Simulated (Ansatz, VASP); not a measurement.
**Two plane-wave programs on Br**

Contents of INCAR:

```
SYSTEM = Br
PREC = Accurate
ENCUT = 520
EDIFF = 1E-6
ISMEAR = -1
SIGMA = 0.08
LREAL = .False.
LASPH = .True.
NELM = 60
ALGO = Normal
ISIF = 2
LWAVE = .False.
LCHARG = .False.
GGA = CA
NBANDS = 14
```

File KPOINTS:

```
regular mesh
0
Gamma
  11 11 11
  0 0 0
```

POSCAR

```
Br
1.0
    0.0000000000      2.5778272602      2.5778272602
    2.5778272602      0.0000000000      2.5778272602
    2.5778272602      2.5778272602      0.0000000000
Br
2
Direct
   -0.1250000000     -0.1250000000     -0.1250000000
    0.1250000000      0.1250000000      0.1250000000
```

Input for Ansatz:

```yaml
crystal:
  lattice:
    - [0.0, 2.5778272602, 2.5778272602]
    - [2.5778272602, 0.0, 2.5778272602]
    - [2.5778272602, 2.5778272602, 0.0]
  atoms:
    - { symbol: Br, position: [-0.125, -0.125, -0.125] }
    - { symbol: Br, position: [0.125, 0.125, 0.125] }
kpoints:
  mp_grid: { grid: [11, 11, 11] }
scf:
  occupations: { method: fermi_dirac, width: 0.08 }
hamiltonian:
  xc: lda
  pseudopotentials: { kind: paw }
output:
  forces: true
  stress: true
  eigenvalues: true
  populations: true
  write_density: true
  write_potential: true
  elf: true
  volumetric_format: npy
```

Change from the starting cell: volume scaled by 0.45, PAW files.

Alike in both runs: task single point; functional LDA; k mesh 11 × 11 × 11; occupations fermi-dirac, width 0.08 eV; no spin polarisation.

|  | VASP | Ansatz |
| --- | --- | --- |
| version | VASP 6.6.1 | Ansatz 0.2.0 |
| potentials or method | VASP PAW LDA potentials, release 64 (Br) | PAW with Ansatz's default frozen-core files, scalar-relativistic |
| plane-wave cutoff (eV) | 520 | 420 |
| valence electrons in the cell | 14 | 14 |

|  | VASP | Ansatz | Ansatz less VASP |
| --- | --- | --- | --- |
| pressure (GPa) | 95.5 | 95.0 | -0.44 |

LDA's correlation is that of Perdew and Zunger in VASP and of Perdew and Wang (1992) in Ansatz. Both programs put the cell under a high pressure, so it lies far from rest at this level.

Noted on VASP's run: the cell as given lies far from equilibrium.
